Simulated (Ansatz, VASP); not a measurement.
# Two plane-wave programs on AlN

Contents of INCAR:

```
ALGO = Normal
EDIFF = 1E-6
ENCUT = 600
GGA = PE
GGA_COMPAT = False
ISIF = 2
ISMEAR = 0
LASPH = True
LCHARG = False
LREAL = False
LWAVE = False
NBANDS = 11
NELM = 120
PREC = Accurate
SIGMA = 0.02
```

File KPOINTS:

```
k-points
0
Gamma
  10 10 10
```

File POSCAR:

```
AlN
1.0
    0.0000000000      2.2016237869      2.2016237869
    2.2016237869      0.0000000000      2.2016237869
    2.2016237869      2.2016237869      0.0000000000
Al N
1 1
Direct
    0.0000000000      0.0000000000      0.0000000000
    0.2500000000      0.2500000000      0.2500000000
```

Input for Ansatz:

```yaml
crystal:
  lattice:
    - [0.0, 2.2016237869, 2.2016237869]
    - [2.2016237869, 0.0, 2.2016237869]
    - [2.2016237869, 2.2016237869, 0.0]
  atoms:
    - { symbol: Al, position: [0.0, 0.0, 0.0] }
    - { symbol: "N", position: [0.25, 0.25, 0.25] }
basis:
  ecutwfc: 420
kpoints:
  mp_grid: { grid: [10, 10, 10] }
  band_path: { path: [VBM, CBM], npoints: 2 }
hamiltonian:
  xc: pbe
scf:
  occupations: { method: gaussian, width: 0.02 }
output:
  forces: true
  stress: true
  eigenvalues: true
checkpoint:
  read: start.run
  write: ck
  compress: false
  write_wavefunctions: false
  write_every: 100000
```

Alike in both runs: task single point; functional PBE; k mesh 10 × 10 × 10; occupations gaussian, width 0.02 eV; no spin polarisation.

|  | VASP | Ansatz |
| --- | --- | --- |
| version | VASP 6.6.1 | Ansatz 0.2.0 |
| potentials or method | VASP PAW PBE potentials, release 64 (Al, N), cutoff 600 eV | scalar-relativistic, plane waves, PAW |
| valence electrons in the cell | 8 | 8 |

VASP gave:

| Item | Value |
| --- | --- |
| gap on the k mesh at the Fermi level (eV) | 3.30 |
| least direct gap on the mesh (eV) | 3.98 |
| pressure (GPa) | -0.4 |

Task: What did Ansatz give for the same quantities?

Result: gap on the k mesh at the Fermi level (eV): 3.31; least direct gap on the mesh (eV): 3.98; pressure (GPa): 0.0.
